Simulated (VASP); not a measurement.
# InP (F-43m) in VASP: single point with r2SCAN

Aim: the single point of InP with r2SCAN.

All numbers are computed with VASP 6.6.1; they aren't measurements. Logs are shortened: lines on timing, memory, paths and dates and some standing lists are left out, and cuts for length are marked.

**1. The cell of the first run**

Symmetry: F-43m, No. 216, cubic system. Conventional cell: a = 5.907 Å, b = 5.907 Å, c = 5.907 Å, α = 90.00°, β = 90.00°, γ = 90.00°. Within 3.4 Å of In (site symmetry -43m) lie 4 P at 2.56 Å. Within 3.4 Å of P (site symmetry -43m) lie 4 In at 2.56 Å.

**2. Single point, r2SCAN**

POSCAR

```
InP
1.0
    0.0000000000     -2.9535689145     -2.9535689145
    0.0000000000      2.9535689145     -2.9535689145
    5.9071378290      0.0000000000      0.0000000000
In P
2 2
Direct
    0.5000000000      0.5000000000      0.5000000000
    0.0000000000      0.0000000000      0.0000000000
    0.0000000000      0.5000000000      0.2500000000
    0.5000000000      0.0000000000      0.7500000000
```

INCAR.step1

```
  PREC = Accurate
  ENCUT = 520
  ISMEAR = 0
  SIGMA = 0.05
  LREAL = False
  LASPH = True
  NELM = 100
  NBANDS = 26
  GGA = PE
  ALGO = Normal
  EDIFF = 1E-4
  LWAVE = True
  LCHARG = False
```

INCAR.step2

```
  PREC = Accurate
  ENCUT = 520
  EDIFF = 1E-7
  ISMEAR = 0
  SIGMA = 0.05
  LREAL = False
  LASPH = True
  NELM = 100
  ALGO = Normal
  ISIF = 2
  LWAVE = False
  LCHARG = False
  METAGGA = R2SCAN
  LMIXTAU = True
  NBANDS = 26
  ISTART = 1
```

KPOINTS

```
regular mesh
0
Gamma
  8 8 6
```

Potentials or basis: VASP PAW PBE potentials, release 64 (In_d, P).

On the command line:

```sh
$ cat potpaw_PBE.64/In_d/POTCAR potpaw_PBE.64/P/POTCAR > POTCAR
$ cp INCAR.step1 INCAR
$ mpirun -np 1 vasp_std > vasp.out
$ cp INCAR.step2 INCAR
$ mpirun -np 1 vasp_std > vasp.out
```

OUTCAR:

```text
PREC = Accurate
   ENCUT = 520
   EDIFF = 1E-7
   ISMEAR = 0
   LREAL = False
   LASPH = True
   NELM = 100
   ISIF = 2
   METAGGA = R2SCAN
   ISTART = 1

 ion  position               nearest neighbor table
   1  0.500  0.500  0.500-   3 2.56   4 2.56   4 2.56   3 2.56
   2  0.000  0.000  0.000-   3 2.56   4 2.56   3 2.56   4 2.56
   3  0.000  0.500  0.250-   1 2.56   2 2.56   2 2.56   1 2.56
   4  0.500  0.000  0.750-   1 2.56   2 2.56   1 2.56   2 2.56

  LATTYP: Found a simple tetragonal cell.
 ALAT       =     4.1769772163
 C/A-ratio  =     1.4142135624

  Lattice vectors:

 A1 = (   0.0000000000,  -2.9535689145,  -2.9535689145)
 A2 = (   0.0000000000,   2.9535689145,  -2.9535689145)
 A3 = (   5.9071378290,   0.0000000000,   0.0000000000)

Analysis of symmetry for initial positions (statically):
=====================================================================
 Subroutine PRICEL returns following result:

  LATTYP: Found a face centered cubic cell.
 ALAT       =     5.9071378290

  Lattice vectors:

 A1 = (  -2.9535689145,   0.0000000000,   2.9535689145)
 A2 = (  -2.9535689145,  -2.9535689145,   0.0000000000)
 A3 = (   0.0000000000,  -2.9535689145,   2.9535689145)

   2 primitive cells build up your supercell.

 Routine SETGRP: Setting up the symmetry group for a
 simple tetragonal supercell.

 Subroutine GETGRP returns: Found  8 space group operations
 (whereof  8 operations were pure point group operations)
 out of a pool of 16 trial point group operations.

The static configuration has the point symmetry D_2d.

Analysis of symmetry for dynamics (positions and initial velocities):
=====================================================================
 Subroutine PRICEL returns following result:

  LATTYP: Found a face centered cubic cell.
 ALAT       =     5.9071378290

  Lattice vectors:

 A1 = (  -2.9535689145,   0.0000000000,   2.9535689145)
 A2 = (  -2.9535689145,  -2.9535689145,   0.0000000000)
 A3 = (   0.0000000000,  -2.9535689145,   2.9535689145)

   2 primitive cells build up your supercell.

 Routine SETGRP: Setting up the symmetry group for a
 simple tetragonal supercell.

 Subroutine GETGRP returns: Found  8 space group operations
 (whereof  8 operations were pure point group operations)
 out of a pool of 16 trial point group operations.

The dynamic configuration has the point symmetry D_2d.

 Subroutine INISYM returns: Found  8 space group operations
 (whereof  8 operations are pure point group operations),
 and found     2 'primitive' translations

----------------------------------------------------------------------------------------

                                     Primitive cell

  volume of cell :      51.5313

  direct lattice vectors                    reciprocal lattice vectors
    -2.953568914  0.000000000  2.953568914    -0.169286722  0.169286722  0.169286722
    -2.953568914 -2.953568914  0.000000000    -0.169286722 -0.169286722 -0.169286722
     0.000000000 -2.953568914  2.953568914     0.169286722 -0.169286722  0.169286722

  length of vectors
     4.176977216  4.176977216  4.176977216     0.293213204  0.293213204  0.293213204

  position of ions in fractional coordinates (direct lattice)
     0.000000000  0.000000000  0.000000000
     0.750000000  0.750000000  0.750000000

  ion indices of the primitive-cell ions
   primitive index   ion index
                 1           1
                 2           3

----------------------------------------------------------------------------------------

 KPOINTS: regular mesh

Automatic generation of k-mesh.
 Grid dimensions read from file:
 generate k-points for:    8    8    6

 Generating k-lattice:

  Cartesian coordinates                     Fractional coordinates (reciprocal lattice)
     0.000000000 -0.021160840 -0.021160840     0.125000000  0.000000000  0.000000000
     0.000000000  0.021160840 -0.021160840     0.000000000  0.125000000  0.000000000
     0.028214454  0.000000000  0.000000000     0.000000000  0.000000000  0.166666667

  Length of vectors
     0.029925947  0.029925947  0.028214454

  Shift w.r.t. Gamma in fractional coordinates (k-lattice)
     0.000000000  0.000000000  0.000000000

 Subroutine IBZKPT returns following result:
 ===========================================

 Found     60 irreducible k-points:

 Following reciprocal coordinates:
            Coordinates               Weight
  0.000000  0.000000  0.000000      1.000000
  0.125000  0.000000  0.000000      4.000000
  0.250000  0.000000  0.000000      4.000000
  0.375000  0.000000  0.000000      4.000000
  0.500000  0.000000  0.000000      2.000000
  0.125000  0.125000  0.000000      4.000000
[... 16 lines left out ...]
  0.375000  0.125000  0.166667     16.000000
  0.500000  0.125000  0.166667      8.000000
 [... further k-points ...]
   k-points           NKPTS =     60   k-points in BZ     NKDIM =     60   number of bands    NBANDS=     26
   number of dos      NEDOS =    301   number of ions     NIONS =      4
   total plane-waves  NPLWV =  49152
   dimension x,y,z NGX =    32 NGY =   32 NGZ =   48
   dimension x,y,z NGXF=    64 NGYF=   64 NGZF=   96
   ions per type =               2   2
   NGX,Y,Z   is equivalent  to a cutoff of  12.74, 12.74, 13.51 a.u.
   NGXF,Y,Z  is equivalent  to a cutoff of  25.47, 25.47, 27.02 a.u.
 SYSTEM =  unknown system
   PREC   = accura    normal or accurate (medium, high low for compatibility)
   ISTART =      1    job   : 0-new  1-cont  2-samecut
   ICHARG =      0    charge: 1-file 2-atom 10-const
   ISPIN  =      1    spin polarized calculation?
   LNONCOLLINEAR =      F non collinear calculations
   LSORBIT =      F    spin-orbit coupling
   LASPH  =      T    aspherical Exc in radial PAW
   ENCUT  =  520.0 eV  38.22 Ry    6.18 a.u.   7.77  7.77 10.98*2*pi/ulx,y,z
   NELM   =    100;   NELMIN=  2; NELMDL=  0     # of ELM steps
   EDIFF  = 0.1E-06   stopping-criterion for ELM
   LREAL  =      F    real-space projection
   EDIFFG = 0.1E-05   stopping-criterion for IOM
   NSW    =      0    number of steps for IOM
   IBRION =     -1    ionic relax: 0-MD 1-quasi-New 2-CG
   NFREE  =      0    steps in history (QN), initial steepest desc. (CG)
   ISIF   =      2    stress and relaxation
   ISYM   =      2    0-nonsym 1-usesym 2-fastsym
   POTIM  = 0.5000    time-step for ionic-motion
   TEBEG  =    0.0;   TEEND  =   0.0 temperature during run
   PSTRESS=    0.0 pullay stress
   NELECT =      36.0000    total number of electrons
   NUPDOWN=      -1.0000    fix difference up-down
   EMIN   =  10.00;   EMAX   =-10.00  energy-range for DOS
   EFERMI =   0.00;   METHOD = LEGACY
   ISMEAR =     0;   SIGMA  =   0.05  broadening in eV -4-tet -1-fermi 0-gaus
   EFERMI_NEDOS =   21; number of points for ismear=-14 and -15
   IALGO  =     38    algorithm
   IMIX   =      4    mixing-type and parameters
     AMIX     =   0.40;   BMIX     =  1.00
     AMIX_MAG =   1.60;   BMIX_MAG =  1.00
  volume/ion in A,a.u.               =      25.77       173.88
  Fermi-wavevector in a.u.,A,eV,Ry     =   1.152945  2.178750 18.085979  1.329282
  Thomas-Fermi vector in A             =   2.289592
   LORBIT       =      0    0 simple, 1 ext, 2 COOP (PROOUT), +10 PAW based schemes
   METAGGA = R2SCAN    functional components
   LHFCALC =     F    Hartree Fock is set to
   AEXX    =    0.0000 exact exchange contribution
   IVDW    =     0    specifies the selected vdW correction
   LEPSILON=     F    determine dielectric tensor
   LRPA    =     F    only Hartree local field effects (RPA)
 non-spin polarized calculation
 Gauss-broadening in eV      SIGMA  =   0.05
  energy-cutoff  :      520.00
  volume of cell :      103.06
 maximum number of plane-waves:      2796
 NGX is ok and might be reduce to    32
   NGX = 15   NGY = 15   NGZ = 21

 number of electron      36.0000008 magnetization

 Free energy of the ion-electron system (eV)
  ---------------------------------------------------
  ext. energy  EPLUGINS =         0.00000000
  ---------------------------------------------------
  free energy    TOTEN  =       -64.59677657 eV

  energy without entropy =      -64.59677657  energy(sigma->0) =      -64.59677657

 E-fermi :   4.9975     XC(G=0):  -9.7719

 val. band max:        4.7555931629   @ k =   0.0000   0.0000   0.0000
 cond. band min:       5.7870411016   @ k =   0.0000   0.0000   0.0000
 fundamental gap:      1.0314479388
 Fermi energy:         4.9975007218

 k-point     1 :       0.0000    0.0000    0.0000
  band No.  band energies     occupation
      1     -10.0455      2.00000
      2      -9.8553      2.00000
      3      -9.8553      2.00000
      4      -9.8552      2.00000
      5      -9.7509      2.00000
      6      -9.7509      2.00000
[... 18 lines left out ...]
     25      13.7578      0.00000
     26      14.4822      0.00000

 k-point     2 :       0.1250    0.0000    0.0000
  band No.  band energies     occupation
      1     -10.0377      2.00000
      2      -9.8697      2.00000
      3      -9.8511      2.00000
      4      -9.8480      2.00000
      5      -9.7606      2.00000
      6      -9.7546      2.00000
[... 18 lines left out ...]
     25      13.6327      0.00000
     26      13.9098      0.00000

 k-point     3 :       0.2500    0.0000    0.0000
  band No.  band energies     occupation
      1     -10.0189      2.00000
      2      -9.9045      2.00000
      3      -9.8393      2.00000
      4      -9.8319      2.00000
      5      -9.7795      2.00000
      6      -9.7654      2.00000
[... 18 lines left out ...]
     25      12.7139      0.00000
     26      12.7213      0.00000

 k-point     4 :       0.3750    0.0000    0.0000
  band No.  band energies     occupation
      1      -9.9974      2.00000
      2      -9.9430      2.00000
      3      -9.8220      2.00000
      4      -9.8170      2.00000
      5      -9.7961      2.00000
      6      -9.7819      2.00000
[... 18 lines left out ...]
     25      11.6353      0.00000
     26      11.8599      0.00000

 k-point     5 :       0.5000    0.0000    0.0000
  band No.  band energies     occupation
      1      -9.9740      2.00000
      2      -9.9740      2.00000
      3      -9.8068      2.00000
      4      -9.8068      2.00000
      5      -9.8018      2.00000
      6      -9.8018      2.00000
[... 18 lines left out ...]
     25      10.7767      0.00000
     26      10.7767      0.00000

 k-point     6 :       0.1250    0.1250    0.0000
  band No.  band energies     occupation
      1     -10.0310      2.00000
      2      -9.8892      2.00000
      3      -9.8406      2.00000
      4      -9.8405      2.00000
      5      -9.7707      2.00000
      6      -9.7549      2.00000
[... 427 lines left out ...]
 k-point    21 :       0.1250    0.1250    0.1667
  band No.  band energies     occupation
      1     -10.0220      2.00000
      2      -9.8944      2.00000
      3      -9.8420      2.00000
      4      -9.8367      2.00000
      5      -9.7770      2.00000
      6      -9.7616      2.00000
[... 18 lines left out ...]
     25      11.7479      0.00000
     26      13.1574      0.00000

 k-point    22 :       0.2500    0.1250    0.1667
  band No.  band energies     occupation
      1     -10.0096      2.00000
      2      -9.9269      2.00000
      3      -9.8272      2.00000
      4      -9.8232      2.00000
      5      -9.7921      2.00000
      6      -9.7670      2.00000
[... 18 lines left out ...]
     25      10.7959      0.00000
     26      12.8477      0.00000

 k-point    23 :       0.3750    0.1250    0.1667
  band No.  band energies     occupation
      1      -9.9981      2.00000
      2      -9.9605      2.00000
      3      -9.8140      2.00000
      4      -9.8077      2.00000
      5      -9.8013      2.00000
      6      -9.7785      2.00000
[... 18 lines left out ...]
     25      10.9740      0.00000
     26      12.6238      0.00000

 k-point    24 :       0.5000    0.1250    0.1667
  band No.  band energies     occupation
      1      -9.9844      2.00000
      2      -9.9844      2.00000
      3      -9.8059      2.00000
      4      -9.8059      2.00000
      5      -9.7930      2.00000
      6      -9.7930      2.00000
[... 18 lines left out ...]
     25      11.7027      0.00000
     26      11.7027      0.00000

 [... further k-points ...]

------------------------ aborting loop because EDIFF is reached ----------------------------------------

  FORCE on cell =-STRESS in cart. coord.  units (eV):
  Direction    XX          YY          ZZ          XY          YZ          ZX
  --------------------------------------------------------------------------------------
  -------------------------------------------------------------------------------------
  Total       -0.0824202     -0.0733366     -0.0733366      0.0000000      0.0000000      0.0000000
  in kB       -1.2812774     -1.1400666     -1.1400666      0.0000000      0.0000000      0.0000000
  external PRESSURE =      -1.1871369 kB  Pullay stress =       0.0000000 kB

 VOLUME and BASIS-vectors are now :
 -----------------------------------------------------------------------------
  energy-cutoff  :      520.00
  volume of cell :      103.06
      direct lattice vectors                 reciprocal lattice vectors
     0.000000000 -2.953568914 -2.953568914     0.000000000 -0.169286722 -0.169286722
     0.000000000  2.953568914 -2.953568914     0.000000000  0.169286722 -0.169286722
     5.907137829  0.000000000  0.000000000     0.169286722  0.000000000  0.000000000

 POSITION                                       TOTAL-FORCE (eV/Angst)
 -----------------------------------------------------------------------------------
      2.95357      0.00000     -2.95357         0.000000     -0.000000     -0.000000
      0.00000      0.00000      0.00000        -0.000000      0.000000      0.000000
      1.47678      1.47678     -1.47678        -0.000000      0.000000      0.000000
      4.43035     -1.47678     -1.47678        -0.000000      0.000000      0.000000
 -----------------------------------------------------------------------------------
    total drift:                               -0.000000      0.000000     -0.000000

  FREE ENERGIE OF THE ION-ELECTRON SYSTEM (eV)
  ---------------------------------------------------
  free  energy   TOTEN  =       -64.5967765671 eV

  energy  without entropy=      -64.5967765671  energy(sigma->0) =      -64.59677657
```

Wall time 16 min (1 thread of AMD EPYC 7R43 (Zen 3), shared host); peak memory 0.28 GiB.

What came out:

- Free energy: -64.5968 eV
- Pressure: -0.1 GPa
- Band gap on the k mesh: 1.03 eV

Levels at points of the mesh, in eV from the valence-band top:
| k point | band 16 | band 17 | band 18 | band 19 | band 20 | band 21 |
| --- | --- | --- | --- | --- | --- | --- |
| (0.00, 0.00, 0.00) | 0.00 | 0.00 | 0.00 | 1.03 | 2.05 | 2.55 |
| (0.50, 0.00, 0.00) | -2.81 | -1.03 | -1.03 | 3.32 | 3.32 | 5.41 |
| (0.50, 0.50, 0.00) | -2.33 | -2.33 | -2.33 | 2.04 | 2.04 | 2.55 |
| (0.00, 0.00, 0.50) | -1.41 | -1.41 | -1.41 | 2.79 | 2.79 | 3.44 |
| (0.50, 0.00, 0.50) | -0.97 | -0.97 | -0.97 | 1.80 | 1.80 | 5.16 |
| (0.50, 0.50, 0.50) | -2.96 | -2.90 | -2.90 | 4.58 | 4.58 | 4.71 |

Caveat: the PAW data sets were made with another functional, which shifts forces and pressure a little; spin-orbit coupling is left out, which moves the levels of the heavy elements.
